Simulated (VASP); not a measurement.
AlRu:

```xyz
2
Lattice="3.0114 0.0000 0.0000 0.0000 3.0114 0.0000 0.0000 0.0000 3.0114" Properties=species:S:1:pos:R:3 pbc="T T T"
Ru    1.5057    1.5057    1.5057
Al    0.0000    0.0000    0.0000
```

Base run:

```yaml
Program: VASP 6.6.1
Functional: LDA
Potentials_or_basis: VASP PAW LDA potentials, release 64 (Ru_pv, Al)
Cutoff: 520 eV
k_mesh: 9 × 9 × 9
Occupations: fermi-dirac, width 0.05 eV
Spin: no spin polarisation
```

Its results: pressure -11.5 GPa.

Question: The run is repeated on the same cell with these changes: functional from LDA to r2SCAN; potentials or basis from VASP PAW LDA potentials, release 64 (Ru_pv, Al) to VASP PAW PBE potentials, release 64 (Ru_pv, Al). What comes out?

Answer: Pressure -6.0 GPa.

Caveats: the PAW data sets were made with another functional, which shifts forces and pressure a little (some runs).
